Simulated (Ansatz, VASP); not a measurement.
# AlN in VASP and in Ansatz

Contents of INCAR:

```
SYSTEM = AlN
  PREC = Accurate
  ENCUT = 520
  EDIFF = 1E-6
  ISMEAR = 0
  SIGMA = 0.05
  LREAL = .False.
  LASPH = .True.
  NELM = 100
  ALGO = Normal
  ISIF = 2
  LWAVE = .False.
  LCHARG = .False.
  GGA = PE
  NBANDS = 26
```

The input KPOINTS:

```
Automatic mesh
0
Gamma
  8 6 4
  0 0 0
```

File POSCAR:

```
AlN
1.0
   -1.6567491617      2.8695737234      0.0000000000
    0.0000000000      0.0000000000      4.1874629526
    4.9702474850      2.8695737234      0.0000000000
Al N
4 4
Direct
    0.2783019840      0.7500000000      0.1688198790
    0.0000000000      0.7500000000      0.6666666667
    0.0000000000      0.2500000000      0.3333333333
    0.5000000000      0.2500000000      0.8333333333
    0.5000000000      0.2500000000      0.1666666667
    0.0000000000      0.2500000000      0.6666666667
    0.0000000000      0.7500000000      0.3333333333
    0.5000000000      0.7500000000      0.8333333333
```

Input for Ansatz:

```yaml
crystal:
  lattice:
    - [-1.6567491617, 2.8695737234, 0.0]
    - [0.0, 0.0, 4.1874629526]
    - [4.970247485, 2.8695737234, 0.0]
  atoms:
    - { symbol: Al, position: [0.278301984, 0.75, 0.168819879] }
    - { symbol: Al, position: [0.0, 0.75, 0.6666666667] }
    - { symbol: Al, position: [0.0, 0.25, 0.3333333333] }
    - { symbol: Al, position: [0.5, 0.25, 0.8333333333] }
    - { symbol: "N", position: [0.5, 0.25, 0.1666666667] }
    - { symbol: "N", position: [0.0, 0.25, 0.6666666667] }
    - { symbol: "N", position: [0.0, 0.75, 0.3333333333] }
    - { symbol: "N", position: [0.5, 0.75, 0.8333333333] }
basis:
  ecutwfc: 420
kpoints:
  mp_grid: { grid: [8, 6, 4] }
hamiltonian:
  xc: pbe
  pseudopotentials: { kind: paw, azcp: { folder: soft_1 } }
scf:
  occupations: { method: gaussian, width: 0.05 }
output:
  forces: true
  stress: true
  eigenvalues: true
```

Alike in both runs: task single point; functional PBE; k mesh 8 × 6 × 4; occupations gaussian, width 0.05 eV; no spin polarisation.

```csv
,VASP,Ansatz
version,VASP 6.6.1,Ansatz 0.2.0
potentials or method,"VASP PAW PBE potentials, release 64 (Al, N), cutoff 520 eV","scalar-relativistic, plane waves, PAW"
valence electrons in the cell,32,32
```

|  | VASP | Ansatz | Ansatz less VASP |
| --- | --- | --- | --- |
| gap on the k mesh at the Fermi level (eV) | 2.64 | 2.64 | -0.002 |
| least direct gap on the mesh (eV) | 2.64 | 2.64 | -0.002 |
| rms of the force components (eV/Å) | 10.253 | 10.414 | +0.1611 |

Atom by atom the forces differ by 0.162 eV/Å (rms over components).
